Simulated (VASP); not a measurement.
Runs of VASP 6.6.1 on LiH. It takes space group Fm-3m (No. 225, cubic). Conventional cell: a = 3.997 Å, b = 3.997 Å, c = 3.997 Å, α = 90.00°, β = 90.00°, γ = 90.00°. Li (site symmetry m-3m) has 6 H at 2.00 Å within 2.6 Å. Within 2.6 Å of H (site symmetry m-3m) lie 6 Li at 2.00 Å. 

```csv
k mesh,smearing,gap on the mesh (eV)
8 × 8 × 8,gaussian 0.01 eV,2.74
8 × 8 × 8,gaussian 0.5 eV,2.74
5 × 5 × 5,gaussian 0.01 eV,3.78
8 × 8 × 8,fermi-dirac 0.001 eV,2.74
8 × 8 × 8,methfessel-paxton 0.001 eV,2.74
8 × 8 × 8,methfessel-paxton 0.2 eV,2.74
"8 × 8 × 8, shifted",gaussian 0.01 eV,(a)
```

Alike in all rows: task single point; level PBEsol; potentials or basis VASP PAW PBE potentials, release 64 (Li_sv, H); no spin polarisation; cell as given; cutoff (eV) 520.

**Question.** Fill in the values left out.

**Answer.** (a) 3.36.

Caveats: some runs use coarse meshes.

A k mesh can miss the band edges.
